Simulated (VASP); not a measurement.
# BaTiO3 (Pm-3m) in VASP: further runs

BaTiO3 is run at these levels: PBE; tasks: single point, relaxation of cell and atoms.

Program: VASP 6.6.1. These are calculated values, not measurements. Logs are shortened: lines on timing, memory, paths and dates and some standing lists are left out, and cuts for length are marked.

**1. The cell of the first run**

It takes space group Pm-3m (No. 221, cubic). Conventional cell: a = 4.019 Å, b = 4.019 Å, c = 4.019 Å, α = 90.00°, β = 90.00°, γ = 90.00°. Within 3.7 Å of Ba (site symmetry m-3m) lie 12 O at 2.84 Å and 8 Ti at 3.48 Å. Within 2.7 Å of Ti (site symmetry m-3m) lie 6 O at 2.01 Å. O (site symmetry 4/mmm) has 2 Ti at 2.01 Å within 2.7 Å.

**2. Single point, PBE**

Input file INCAR:

```
SYSTEM = BaTiO3
ALGO = Normal
EDIFF = 1E-6
ENCUT = 520
GGA = PE
ISIF = 2
ISMEAR = 0
LASPH = .TRUE.
LCHARG = .FALSE.
LREAL = .FALSE.
LWAVE = .FALSE.
NBANDS = 28
NELM = 60
PREC = Accurate
SIGMA = 0.02
```

Input file KPOINTS:

```
k-points
0
G
  8 8 8
  0 0 0
```

Input file POSCAR:

```
BaTiO3
1.0
    4.0192501411      0.0000000000      0.0000000000
    0.0000000000      4.0192501411      0.0000000000
    0.0000000000      0.0000000000      4.0192501411
Ba Ti O
1 1 3
Direct
    0.5000000000      0.5000000000      0.5000000000
    0.0000000000      0.0000000000      0.0000000000
    0.5000000000      0.0000000000      0.0000000000
    0.0000000000      0.5000000000      0.0000000000
    0.0000000000      0.0000000000      0.5000000000
```

Potentials or basis: VASP PAW PBE potentials, release 64 (Ba_sv, Ti_sv, O).

Launch:

```
$ cat potpaw_PBE.64/Ba_sv/POTCAR potpaw_PBE.64/Ti_sv/POTCAR potpaw_PBE.64/O/POTCAR > POTCAR
$ mpirun -np 1 vasp_std > vasp.out
```

OUTCAR:

```text
SYSTEM = BaTiO3
   EDIFF = 1E-6
   ENCUT = 520
   GGA = PE
   ISIF = 2
   ISMEAR = 0
   LASPH = .TRUE.
   LREAL = .FALSE.
   NELM = 60
   PREC = Accurate

 ion  position               nearest neighbor table
   1  0.500  0.500  0.500-   3 2.84   4 2.84   5 2.84   3 2.84   4 2.84   3 2.84   5 2.84   3 2.84
                             4 2.84   5 2.84   4 2.84   5 2.84   2 3.48   2 3.48   2 3.48   2 3.48
   2  0.000  0.000  0.000-   3 2.01   4 2.01   5 2.01   5 2.01   4 2.01   3 2.01   1 3.48   1 3.48
                             1 3.48   1 3.48   1 3.48   1 3.48   1 3.48   1 3.48
   3  0.500  0.000  0.000-   2 2.01   2 2.01   1 2.84   1 2.84   1 2.84   1 2.84
   4  0.000  0.500  0.000-   2 2.01   2 2.01   1 2.84   1 2.84   1 2.84   1 2.84
   5  0.000  0.000  0.500-   2 2.01   2 2.01   1 2.84   1 2.84   1 2.84   1 2.84

  LATTYP: Found a simple cubic cell.
 ALAT       =     4.0192501411

  Lattice vectors:

 A1 = (   4.0192501411,   0.0000000000,   0.0000000000)
 A2 = (   0.0000000000,   4.0192501411,   0.0000000000)
 A3 = (   0.0000000000,   0.0000000000,   4.0192501411)

Analysis of symmetry for initial positions (statically):
=====================================================================
 Subroutine PRICEL returns:
 Original cell was already a primitive cell.

 Routine SETGRP: Setting up the symmetry group for a
 simple cubic supercell.

 Subroutine GETGRP returns: Found 48 space group operations
 (whereof 48 operations were pure point group operations)
 out of a pool of 48 trial point group operations.

The static configuration has the point symmetry O_h .

Analysis of symmetry for dynamics (positions and initial velocities):
=====================================================================
 Subroutine PRICEL returns:
 Original cell was already a primitive cell.

 Routine SETGRP: Setting up the symmetry group for a
 simple cubic supercell.

 Subroutine GETGRP returns: Found 48 space group operations
 (whereof 48 operations were pure point group operations)
 out of a pool of 48 trial point group operations.

The dynamic configuration has the point symmetry O_h .

 Subroutine INISYM returns: Found 48 space group operations
 (whereof 48 operations are pure point group operations),
 and found     1 'primitive' translations

----------------------------------------------------------------------------------------

[... 99 lines left out ...]
   LREAL  =      F    real-space projection
   EDIFFG = 0.1E-04   stopping-criterion for IOM
   NSW    =      0    number of steps for IOM
   IBRION =     -1    ionic relax: 0-MD 1-quasi-New 2-CG
   NFREE  =      0    steps in history (QN), initial steepest desc. (CG)
   ISIF   =      2    stress and relaxation
   ISYM   =      2    0-nonsym 1-usesym 2-fastsym
   POTIM  = 0.5000    time-step for ionic-motion
   TEBEG  =    0.0;   TEEND  =   0.0 temperature during run
   PSTRESS=    0.0 pullay stress
   NELECT =      40.0000    total number of electrons
   NUPDOWN=      -1.0000    fix difference up-down
   EMIN   =  10.00;   EMAX   =-10.00  energy-range for DOS
   EFERMI =   0.00;   METHOD = LEGACY
   ISMEAR =     0;   SIGMA  =   0.02  broadening in eV -4-tet -1-fermi 0-gaus
   EFERMI_NEDOS =   21; number of points for ismear=-14 and -15
   IALGO  =     38    algorithm
   IMIX   =      4    mixing-type and parameters
     AMIX     =   0.40;   BMIX     =  1.00
     AMIX_MAG =   1.60;   BMIX_MAG =  1.00
  volume/ion in A,a.u.               =      12.99        87.63
  Fermi-wavevector in a.u.,A,eV,Ry     =   1.392996  2.632380 26.401250  1.940437
  Thomas-Fermi vector in A             =   2.516685
   LORBIT       =      0    0 simple, 1 ext, 2 COOP (PROOUT), +10 PAW based schemes
   GGA     = PE    functional components
   LHFCALC =     F    Hartree Fock is set to
   AEXX    =    0.0000 exact exchange contribution
   IVDW    =     0    specifies the selected vdW correction
   LEPSILON=     F    determine dielectric tensor
   LRPA    =     F    only Hartree local field effects (RPA)
 non-spin polarized calculation
 Gauss-broadening in eV      SIGMA  =   0.02
  energy-cutoff  :      520.00
  volume of cell :       64.93
 maximum number of plane-waves:      1775
 NGX is ok and might be reduce to    30
   NGX = 15   NGY = 15   NGZ = 15

 number of electron      39.9999976 magnetization

 Free energy of the ion-electron system (eV)
  ---------------------------------------------------
  ext. energy  EPLUGINS =         0.00000000
  ---------------------------------------------------
  free energy    TOTEN  =       -39.98177503 eV

  energy without entropy =      -39.98177503  energy(sigma->0) =      -39.98177503

 E-fermi :   3.9827     XC(G=0): -11.1943

 val. band max:        3.7374924404   @ k =   0.5000   0.5000   0.5000
 cond. band min:       5.4580290962   @ k =   0.0000   0.0000   0.0000
 fundamental gap:      1.7205366558
 Fermi energy:         3.9826761288

 k-point     1 :       0.0000    0.0000    0.0000
  band No.  band energies     occupation
      1     -52.9520      2.00000
      2     -29.1563      2.00000
      3     -29.1563      2.00000
      4     -29.1563      2.00000
      5     -21.1056      2.00000
      6     -13.1265      2.00000
[... 733 lines left out ...]
     27      11.8683      0.00000
     28      12.6621      0.00000

 [... further k-points ...]

------------------------ aborting loop because EDIFF is reached ----------------------------------------

  FORCE on cell =-STRESS in cart. coord.  units (eV):
  Direction    XX          YY          ZZ          XY          YZ          ZX
  --------------------------------------------------------------------------------------
  -------------------------------------------------------------------------------------
  Total        0.6978022      0.6978022      0.6978022      0.0000000      0.0000000      0.0000000
  in kB       17.2189943     17.2189943     17.2189943      0.0000000      0.0000000      0.0000000
  external PRESSURE =      17.2189943 kB  Pullay stress =       0.0000000 kB

 VOLUME and BASIS-vectors are now :
 -----------------------------------------------------------------------------
  energy-cutoff  :      520.00
  volume of cell :       64.93
      direct lattice vectors                 reciprocal lattice vectors
     4.019250141  0.000000000  0.000000000     0.248802629  0.000000000  0.000000000
     0.000000000  4.019250141  0.000000000     0.000000000  0.248802629  0.000000000
     0.000000000  0.000000000  4.019250141     0.000000000  0.000000000  0.248802629

 POSITION                                       TOTAL-FORCE (eV/Angst)
 -----------------------------------------------------------------------------------
      2.00963      2.00963      2.00963         0.000000      0.000000      0.000000
      0.00000      0.00000      0.00000         0.000000      0.000000      0.000000
      2.00963      0.00000      0.00000         0.000000      0.000000      0.000000
      0.00000      2.00963      0.00000         0.000000      0.000000      0.000000
      0.00000      0.00000      2.00963         0.000000      0.000000      0.000000
 -----------------------------------------------------------------------------------
    total drift:                                0.000000     -0.000000      0.000000

  FREE ENERGIE OF THE ION-ELECTRON SYSTEM (eV)
  ---------------------------------------------------
  free  energy   TOTEN  =       -39.9817750265 eV

  energy  without entropy=      -39.9817750265  energy(sigma->0) =      -39.98177503
```

OSZICAR:

```text
N       E                     dE             d eps       ncg     rms          rms(c)
DAV:   1     0.422415345591E+03    0.42242E+03   -0.20470E+04  1960   0.151E+03
DAV:   2    -0.900954024647E+01   -0.43142E+03   -0.41061E+03  2296   0.413E+02
DAV:   3    -0.489878948357E+02   -0.39978E+02   -0.39620E+02  2272   0.131E+02
DAV:   4    -0.510104026693E+02   -0.20225E+01   -0.20186E+01  3048   0.261E+01
DAV:   5    -0.510482058732E+02   -0.37803E-01   -0.37793E-01  2460   0.339E+00    0.226E+01
DAV:   6    -0.402149796475E+02    0.10833E+02   -0.57680E+01  2760   0.654E+01    0.984E+00
DAV:   7    -0.401548115823E+02    0.60168E-01   -0.10106E+01  2580   0.229E+01    0.648E+00
DAV:   8    -0.399779408689E+02    0.17687E+00   -0.62567E-01  2340   0.688E+00    0.344E+00
DAV:   9    -0.400150800572E+02   -0.37139E-01   -0.38135E-01  2760   0.524E+00    0.167E+00
DAV:  10    -0.399868984660E+02    0.28182E-01   -0.19340E-01  2260   0.446E+00    0.592E-01
DAV:  11    -0.399818064487E+02    0.50920E-02   -0.22348E-02  2620   0.979E-01    0.157E-01
DAV:  12    -0.399820623018E+02   -0.25585E-03   -0.25242E-03  2404   0.464E-01    0.148E-01
DAV:  13    -0.399817745189E+02    0.28778E-03   -0.95398E-04  2348   0.321E-01    0.240E-02
DAV:  14    -0.399817743092E+02    0.20970E-06   -0.31979E-05  2460   0.391E-02    0.110E-02
DAV:  15    -0.399817750265E+02   -0.71730E-06   -0.49004E-06  2340   0.154E-02
   1 F= -.39981775E+02 E0= -.39981775E+02  d E =-.355819E-69
```

stdout:

```text
POSCAR found type information on POSCAR BaTiO
 POSCAR found :  3 types and       5 ions
 scaLAPACK will be used
 LDA part: xc-table for (Slater+PW92), standard interpolation
 POSCAR, INCAR and KPOINTS ok, starting setup
 FFT: planning ... GRIDC
 FFT: planning ... GRID_SOFT
 FFT: planning ... GRID
 WAVECAR not read
 entering main loop
```

Run time: 52 s. Hardware: 1 thread of Intel Xeon Platinum 8375C at 2.90GHz (Ice Lake), shared host; peak memory 0.21 GiB.

What came out:

| Quantity | Value |
| --- | --- |
| Free energy | -39.9818 eV |
| Pressure | 1.7 GPa |
| Band gap on the k mesh | 1.72 eV (least direct gap 1.88 eV) |

Caveat: spin-orbit coupling is left out, which moves the levels of the heavy elements. A k mesh can miss the band edges.

**3. Single point, PBE, collinear spin**

This run uses another cell than the first one, of 12.87 Å³/atom.

Input file INCAR:

```
PREC = Accurate
ENCUT = 520
EDIFF = 1E-7
ISMEAR = 0
SIGMA = 0.1
LREAL = False
LASPH = True
NELM = 150
ALGO = Normal
ISIF = 2
LWAVE = False
LCHARG = True
ISPIN = 2
MAGMOM = 0 1 0 0 0
LORBIT = 11
LMAXMIX = 4
GGA = PE
LELF = True
LVHAR = True
NBANDS = 32
```

Input file KPOINTS:

```
regular mesh
0
Gamma
  4 4 4
```

Edit POSCAR of step 2 so:

```diff
@@ -2,5 +2,5 @@
 1.0
-    4.0192501411      0.0000000000      0.0000000000
-    0.0000000000      4.0192501411      0.0000000000
-    0.0000000000      0.0000000000      4.0192501411
+    4.0072999000      0.0000000000      0.0000000000
+    0.0000000000      4.0072999000      0.0000000000
+    0.0000000000      0.0000000000      4.0072999000
 Ba Ti O
```

Potentials or basis: VASP PAW PBE potentials, release 64 (Ba_sv, Ti_sv, O).

Launch:

```
$ cat potpaw_PBE.64/Ba_sv/POTCAR potpaw_PBE.64/Ti_sv/POTCAR potpaw_PBE.64/O/POTCAR > POTCAR
$ mpirun -np 1 vasp_std > vasp.out
```

Run time: 46 s. Hardware: 1 thread of Intel Xeon Platinum 8375C at 2.90GHz (Ice Lake), shared host; peak memory 0.2 GiB.

Results (log left out):

```
Free energy                                           : -39.9550 eV
Pressure                                              : 3.3 GPa
Band gap on the k mesh                                : 1.72 eV (least direct gap 1.87 eV)
Net moment                                            : 0.00 μB per cell
Valence electrons inside the program's atomic spheres : Ba 7.99; Ti 10.17; O 5.03
```

Levels at points of the mesh, in eV from the valence-band top:
Spin up:
| k point | band 16 | band 17 | band 18 | band 19 | band 20 | band 21 | band 22 | band 23 | band 24 | band 25 |
| --- | --- | --- | --- | --- | --- | --- | --- | --- | --- | --- |
| (0.00, 0.00, 0.00) | -1.09 | -1.09 | -0.15 | -0.15 | -0.15 | 1.72 | 1.72 | 1.72 | 3.86 | 3.86 |
| (0.50, 0.00, 0.00) | -1.91 | -1.83 | -1.83 | -0.72 | -0.72 | 1.88 | 3.45 | 3.45 | 3.86 | 5.87 |
| (0.50, 0.50, 0.00) | -2.68 | -1.72 | -0.87 | -0.87 | -0.09 | 3.46 | 3.46 | 3.87 | 4.71 | 7.61 |
| (0.50, 0.50, 0.50) | -2.41 | -2.41 | 0.00 | 0.00 | 0.00 | 4.12 | 4.12 | 4.12 | 6.70 | 6.70 |
Spin down:
```csv
k point,band 18,band 19,band 20,band 21,band 22,band 23
"(0.00, 0.00, 0.00)",-0.15,-0.15,-0.15,1.72,1.72,1.72
"(0.50, 0.00, 0.00)",-1.83,-0.72,-0.72,1.88,3.45,3.45
"(0.50, 0.50, 0.00)",-0.87,-0.87,-0.09,3.46,3.46,3.87
"(0.50, 0.50, 0.50)",0.00,0.00,0.00,4.12,4.12,4.12
```

Caveat: the cell stands under pressure; spin-orbit coupling is left out, which moves the levels of the heavy elements.

(Continued in part 2 of 2.)
